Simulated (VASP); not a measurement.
A run of VASP 6.6.1:

Contents of INCAR:

```
SYSTEM = TaSi2
ALGO = Normal
EDIFF = 1E-6
ENCUT = 520
GGA = PE
ISIF = 2
ISMEAR = 0
LASPH = .TRUE.
LCHARG = .TRUE.
LELF = .TRUE.
LREAL = .FALSE.
LVHAR = .TRUE.
LWAVE = .FALSE.
NBANDS = 38
NELM = 60
PREC = Accurate
SIGMA = 0.15
```

File KPOINTS:

```
k-points
0
G
  9 9 6
  0 0 0
```

The input POSCAR:

```
TaSi2
1.0
    4.8060235202      0.0000000000      0.0000000000
   -2.4030117601      4.1621384597      0.0000000000
    0.0000000000      0.0000000000      6.5995345254
Ta Si
3 6
Direct
    0.5000000000      0.0000000000     -0.1636479051
    0.5000000000      0.5000000000      0.6666666667
    0.0000000000      0.5000000000      0.3333333333
    0.1589152396      0.3178304793      0.0000000000
    0.8410847604      0.1589152396      0.6666666667
    0.6821695207      0.8410847604      0.3333333333
    0.8410847604      0.6821695207      0.0000000000
    0.1589152396      0.8410847604      0.6666666667
    0.3178304793      0.1589152396      0.3333333333
```

Potentials or basis: VASP PAW PBE potentials, release 64 (Ta_pv, Si).

Launch:

```sh
$ cat potpaw_PBE.64/Ta_pv/POTCAR potpaw_PBE.64/Si/POTCAR > POTCAR
$ mpirun -np 1 vasp_std > vasp.out
```

Hardware: 1 thread of Intel Xeon 8259CL, with other jobs on the host.

Q: How long does it take, and how much memory?

A: Wall time 20 min on 1 thread of Intel Xeon 8259CL (shared host), peak memory 0.7 GiB. Counts: scf iterations 14, k points 164.
